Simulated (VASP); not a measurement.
Write the native input for VASP 6.6.1 that does the following.

| Item | Value |
| --- | --- |
| Task | single point |
| Functional | PBE |
| Potentials or basis | VASP PAW PBE potentials, release 64 (Nb_sv, P) |
| Cutoff | 500 eV |
| k mesh | 12 × 12 × 12 |
| Occupations | fermi-dirac, width 0.08 eV |
| Spin | no spin polarisation |
| Dipole correction | no |
| Further INCAR settings | ALGO = Normal; EDIFF = 1e-06; NBANDS = 16 |

The structure of NbP (zincblende type) lies in POSCAR:

```
NbP
1.0
    0.0000000000      2.7936133504      2.7936133504
    2.7936133504      0.0000000000      2.7936133504
    2.7936133504      2.7936133504      0.0000000000
Nb P
1 1
Direct
    0.0000000000      0.0000000000      0.0000000000
    0.2500000000      0.2500000000      0.2500000000
```

These files were run (other wordings do the same):

INCAR

```
PREC = Accurate ; ENCUT = 500
EDIFF = 1E-6 ; ISMEAR = -1
SIGMA = 0.08 ; LREAL = F
LASPH = T ; NELM = 120
ALGO = Normal ; ISIF = 2
LWAVE = F ; LCHARG = T
GGA = PE ; LELF = T
LVHAR = T ; NBANDS = 16
GGA_COMPAT = F
```

KPOINTS

```
Automatic mesh
0
Gamma
  12 12 12
```

Potentials or basis: VASP PAW PBE potentials, release 64 (Nb_sv, P).

Command:

```console
$ cat potpaw_PBE.64/Nb_sv/POTCAR potpaw_PBE.64/P/POTCAR > POTCAR
$ mpirun -np 1 vasp_std > vasp.out
```

Results of the run:

| Item | Value |
| --- | --- |
| Pressure | -0.3 GPa |
| Band gap on the k mesh | zero (band 9 reaches 7.48 eV, above the bottom of band 10 at 6.87 eV) |

It took 47 s on 1 thread of Intel(R) Xeon(R) Platinum 8375C CPU @ 2.90GHz (Ice Lake) (shared host), peak memory 0.2 GiB.
